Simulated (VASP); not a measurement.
# In (Im-3m) in VASP: a series of runs, part 2 of 2

VASP 6.6.1. The steps go on from the part before.

## (3) Relaxation of cell and atoms, PBEsol, target pressure 5 GPa, at which the enthalpy is minimised

File INCAR:

```
PREC     = Accurate       # precision mode
ENCUT    = 600            # plane-wave cutoff, eV
EDIFF    = 1E-6           # SCF threshold, eV
ISMEAR   = -1             # smearing method
SIGMA    = 0.05           # smearing width, eV
LREAL    = F              # projectors in reciprocal space
LASPH    = T              # aspherical terms in the spheres
NELM     = 60             # most SCF steps
ALGO     = Normal         # electronic algorithm
ISIF     = 3              # what is computed and relaxed
LWAVE    = F              # write WAVECAR
LCHARG   = F              # write CHGCAR
GGA      = PS             # functional
IBRION   = 2              # ionic algorithm
NSW      = 60             # ionic steps
EDIFFG   = -0.01          # ionic threshold
PSTRESS  = 50.0
```

File KPOINTS:

```
regular mesh
0
Gamma
  10 10 10
```

File POSCAR:

```
In
1.0
   -1.8825252400      1.8825252400      1.8825252400
    1.8825252400     -1.8825252400      1.8825252400
    1.8825252400      1.8825252400     -1.8825252400
In
1
Direct
    0.0000000000      0.0000000000      0.0000000000
```

Potentials or basis: VASP PAW PBE potentials, release 64 (In_d).

Started as:

```
$ cat potpaw_PBE.64/In_d/POTCAR > POTCAR
$ mpirun -np 1 vasp_std > vasp.out
```

Wall time 27 s (1 thread of Intel Xeon Platinum 8375C at 2.90GHz (Ice Lake), shared host); peak memory 0.17 GiB.

Results (log left out):

```
Free energy                                            : -2.9466 eV
Relaxed volume                                         : 23.55 Å³/atom
Relaxed cell                                           : a = 3.127 Å, b = 3.127 Å, c = 3.127 Å, α = 109.47°, β = 109.47°, γ = 109.47°
Space group after relaxing (to 0.05 Å)                 : Im-3m (No. 229)
Energy change on relaxing (the enthalpy is what falls) : +27.6 meV/atom
Ionic steps                                            : 3
Pressure after relaxing                                : 5.0 GPa
```

Step by step:
```
step  energy change (eV)  largest force (eV/Å)  pressure (GPa)  volume (Å³)
   1              0.0000                0.0000           -1.30        26.69
   2              0.0546                0.0000            7.39        22.83
   3              0.0276                0.0000            4.98        23.55
```

Final structure:
```
In
1.0
    -1.80558    1.80558    1.80558
     1.80558   -1.80558    1.80558
     1.80558    1.80558   -1.80558
In
1
Direct
  0.00000 0.00000 0.00000
```

Levels at points of the mesh, in eV from the Fermi level:
```csv
k point,band 4,band 5,band 6,band 7,band 8,band 9
"(0.00, 0.00, 0.00)",-14.32,-14.32,-10.27,12.37,12.37,12.37
"(0.50, 0.00, 0.00)",-14.31,-14.08,-3.88,-3.61,6.47,7.75
"(0.50, 0.50, 0.50)",-14.14,-14.14,1.29,1.29,1.29,1.87
```

Caveat: the cell is relaxed towards a set pressure, so the enthalpy falls and the energy may rise; the PAW data sets were made with another functional, which shifts forces and pressure a little; spin-orbit coupling is left out, which moves the levels of the heavy elements.

## (4) Relaxation of cell and atoms, PBEsol, target pressure 10 GPa, at which the enthalpy is minimised

File INCAR:

```
SYSTEM = In
PREC = Accurate
ENCUT = 600
EDIFF = 1E-6
ISMEAR = -1
SIGMA = 0.05
LREAL = .False.
LASPH = .True.
NELM = 60
ALGO = Normal
ISIF = 3
LWAVE = .False.
LCHARG = .False.
GGA = PS
IBRION = 2
NSW = 60
EDIFFG = -0.01
PSTRESS = 100.0
```

File KPOINTS:

```
Automatic mesh
0
Gamma
  10 10 10
  0 0 0
```

POSCAR is that of step 3.

Started as:

```
$ cat potpaw_PBE.64/In_d/POTCAR > POTCAR
$ mpirun -np 1 vasp_std > vasp.out
```

It took 48 s on 1 thread of Intel Xeon Platinum 8375C at 2.90GHz (Ice Lake), shared host; peak memory 0.17 GiB.

The run converged. Its results:

```
Free energy                                            : -2.8809 eV
Relaxed volume                                         : 22.11 Å³/atom
Relaxed cell                                           : a = 3.063 Å, b = 3.063 Å, c = 3.063 Å, α = 109.47°, β = 109.47°, γ = 109.47°
Space group after relaxing (to 0.05 Å)                 : Im-3m (No. 229)
Energy change on relaxing (the enthalpy is what falls) : +93.3 meV/atom
Ionic steps                                            : 6
Pressure after relaxing                                : 10.0 GPa
```

The path:
| step | energy change (eV) | largest force (eV/Å) | pressure (GPa) | volume (Å³) |
| --- | --- | --- | --- | --- |
| 1 | 0.0000 | 0.0000 | -1.30 | 26.69 |
| 2 | 0.2876 | 0.0000 | 21.26 | 20.05 |
| 3 | 0.0913 | 0.0000 | 9.89 | 22.14 |
| 4 | 0.0967 | 0.0000 | 10.22 | 22.06 |
| 5 | 0.0910 | 0.0000 | 9.86 | 22.15 |
| 6 | 0.0933 | 0.0000 | 10.00 | 22.11 |

Final structure:
```
In
1.0
    -1.76815    1.76815    1.76815
     1.76815   -1.76815    1.76815
     1.76815    1.76815   -1.76815
In
1
Direct
  0.00000 0.00000 0.00000
```

Levels at points of the mesh, in eV from the Fermi level:
| k point | band 3 | band 4 | band 5 | band 6 | band 7 | band 8 | band 9 | band 10 |
| --- | --- | --- | --- | --- | --- | --- | --- | --- |
| (0.00, 0.00, 0.00) | -14.82 | -14.40 | -14.40 | -10.80 | 13.13 | 13.13 | 13.13 | 13.51 |
| (0.50, 0.00, 0.00) | -14.42 | -14.39 | -14.13 | -3.94 | -3.91 | 6.75 | 7.93 | 11.15 |
| (0.50, 0.50, 0.50) | -14.19 | -14.19 | -14.19 | 1.25 | 1.25 | 1.25 | 2.36 | 5.66 |

Caveat: the cell is relaxed towards a set pressure, so the enthalpy falls and the energy may rise; the volume moved by over 15 % at a fixed basis, so the end points are rough; the PAW data sets were made with another functional, which shifts forces and pressure a little; spin-orbit coupling is left out, which moves the levels of the heavy elements.

## (5) Relaxation of cell and atoms, PBEsol, target pressure 20 GPa, at which the enthalpy is minimised

File INCAR:

```
SYSTEM = In
  PREC = Accurate
  ENCUT = 600
  EDIFF = 1E-6
  ISMEAR = -1
  SIGMA = 0.05
  LREAL = .FALSE.
  LASPH = .TRUE.
  NELM = 80
  ALGO = Normal
  ISIF = 3
  LWAVE = .FALSE.
  LCHARG = .FALSE.
  GGA = PS
  IBRION = 2
  NSW = 60
  EDIFFG = -0.01
  PSTRESS = 200.0
```

File KPOINTS:

```
Automatic mesh
0
G
  10 10 10
  0 0 0
```

POSCAR is that of step 4.

Started as:

```
$ cat potpaw_PBE.64/In_d/POTCAR > POTCAR
$ mpirun -np 1 vasp_std > vasp.out
```

It took 43 s on 1 thread of Intel Xeon Platinum 8375C at 2.90GHz (Ice Lake), shared host; peak memory 0.17 GiB.

It converged, with:

* Free energy: -2.7085 eV
* Relaxed volume: 20.23 Å³/atom
* Relaxed cell: a = 2.973 Å, b = 2.973 Å, c = 2.973 Å, α = 109.47°, β = 109.47°, γ = 109.47°
* Space group after relaxing (to 0.05 Å): Im-3m (No. 229)
* Energy change on relaxing (the enthalpy is what falls): +265.7 meV/atom
* Ionic steps: 5
* Pressure after relaxing: 20.0 GPa

The path:
```csv
step,energy change (eV),largest force (eV/Å),pressure (GPa),volume (Å³)
1,0.0000,0.0000,-1.30,26.69
2,1.7564,0.0000,90.90,15.19
3,0.2251,0.0000,17.90,20.57
4,0.2515,0.0000,19.30,20.34
5,0.2657,0.0000,20.04,20.23
```

Final structure:
```yaml
crystal:
  lattice:
    - [-1.71637, 1.71637, 1.71637]
    - [1.71637, -1.71637, 1.71637]
    - [1.71637, 1.71637, -1.71637]
  atoms:
    - { symbol: In, position: [0.00000, 0.00000, 0.00000] }
```

Levels at points of the mesh, in eV from the Fermi level:
```tsv
k point	band 3	band 4	band 5	band 6	band 7	band 8	band 9	band 10
(0.00, 0.00, 0.00)	-15.08	-14.55	-14.55	-11.62	13.66	13.66	13.66	14.26
(0.50, 0.00, 0.00)	-14.58	-14.54	-14.21	-4.45	-3.94	7.17	8.14	11.69
(0.50, 0.50, 0.50)	-14.30	-14.30	-14.30	1.17	1.17	1.17	3.11	5.83
```

Caveat: the cell is relaxed towards a set pressure, so the enthalpy falls and the energy may rise; the volume moved by over 15 % at a fixed basis, so the end points are rough; the PAW data sets were made with another functional, which shifts forces and pressure a little; spin-orbit coupling is left out, which moves the levels of the heavy elements.

## (6) Relaxation of cell and atoms, PBEsol, target pressure 30 GPa, at which the enthalpy is minimised

File INCAR:

```
  PREC = Accurate
  ENCUT = 600
  EDIFF = 1E-6
  ISMEAR = -1
  SIGMA = 0.05
  LREAL = F
  LASPH = T
  NELM = 100
  ALGO = Fast
  ISIF = 3
  LWAVE = F
  LCHARG = F
  GGA = PS
  IBRION = 2
  NSW = 60
  EDIFFG = -0.01
  PSTRESS = 300.0
```

File KPOINTS:

```
regular mesh
0
Gamma
  10 10 10
```

POSCAR is that of step 5.

Potentials or basis: VASP PAW PBE potentials, release 64 (In_d).

Started as:

```
$ cat potpaw_PBE.64/In_d/POTCAR > POTCAR
$ mpirun -np 1 vasp_std > vasp.out
```

Wall time 2 min (1 thread of Intel Xeon Platinum 8375C at 2.90GHz (Ice Lake), shared host); peak memory 0.18 GiB.

The run converged. Its results:

```
Free energy                                            : -2.5134 eV
Relaxed volume                                         : 18.96 Å³/atom
Relaxed cell                                           : a = 2.910 Å, b = 2.910 Å, c = 2.910 Å, α = 109.47°, β = 109.47°, γ = 109.47°
Space group after relaxing (to 0.05 Å)                 : Im-3m (No. 229)
Energy change on relaxing (the enthalpy is what falls) : +460.8 meV/atom
Ionic steps                                            : 17
Pressure after relaxing                                : 29.9 GPa
```

The path:
```tsv
step	energy change (eV)	largest force (eV/Å)	pressure (GPa)	volume (Å³)
1	0.0000	0.0000	-1.29	26.69
2	6.1623	0.0000	310.19	11.19
3	0.3117	0.0000	22.53	19.88
4	0.3822	0.0000	26.07	19.41
5	0.4650	0.0000	30.18	18.94
6	0.4396	0.0000	29.04	19.08
7	0.4407	0.0000	29.02	19.07
8	0.4440	0.0000	29.23	19.05
9	0.4441	0.0000	29.17	19.05
10	0.4442	0.0000	29.15	19.05
11	0.4445	0.0000	29.20	19.05
12	0.4451	0.0000	29.25	19.05
13	0.4463	0.0000	29.30	19.04
14	0.4487	0.0000	29.44	19.03
15	0.4535	0.0000	29.66	19.00
16	0.4632	0.0000	30.11	18.95
17	0.4608	0.0000	29.94	18.96
```

Final structure:
```xyz
1
Lattice="-1.6799 1.6799 1.6799 1.6799 -1.6799 1.6799 1.6799 1.6799 -1.6799" Properties=species:S:1:pos:R:3 pbc="T T T"
In    0.0000    0.0000    0.0000
```

Levels at points of the mesh, in eV from the Fermi level:
```
           k point  band 4  band 5  band 6  band 7  band 8  band 9
(0.00, 0.00, 0.00)  -14.67  -14.67  -12.23   13.75   13.75   13.75
(0.50, 0.00, 0.00)  -14.66  -14.27   -4.83   -3.94    7.49    8.27
(0.50, 0.50, 0.50)  -14.37  -14.37    1.12    1.12    1.12    3.71
```

Caveat: the cell is relaxed towards a set pressure, so the enthalpy falls and the energy may rise; the volume moved by over 15 % at a fixed basis, so the end points are rough; the PAW data sets were made with another functional, which shifts forces and pressure a little; spin-orbit coupling is left out, which moves the levels of the heavy elements.

## (7) The runs side by side

| cell | gap on the mesh (eV) | pressure (GPa) |
| --- | --- | --- |
| relaxed to 2 GPa | none | 2.0 |
| relaxed to 5 GPa | none | 5.0 |
| relaxed to 10 GPa | none | 10.0 |
| relaxed to 20 GPa | none | 20.0 |
| relaxed to 30 GPa | none | 29.9 |

Alike in all rows: task relaxation of cell and atoms; level PBEsol; potentials or basis VASP PAW PBE potentials, release 64 (In_d); no spin polarisation; k mesh 10 × 10 × 10; cutoff (eV) 600; smearing fermi-dirac 0.05 eV.

Caveats: the cell is relaxed towards a set pressure, so the enthalpy falls and the energy may rise; the PAW data sets were made with another functional, which shifts forces and pressure a little; spin-orbit coupling is left out, which moves the levels of the heavy elements; the volume moved by over 15 % at a fixed basis, so the end points are rough (some runs).

Absolute energies hang on the potentials; compare differences alone.
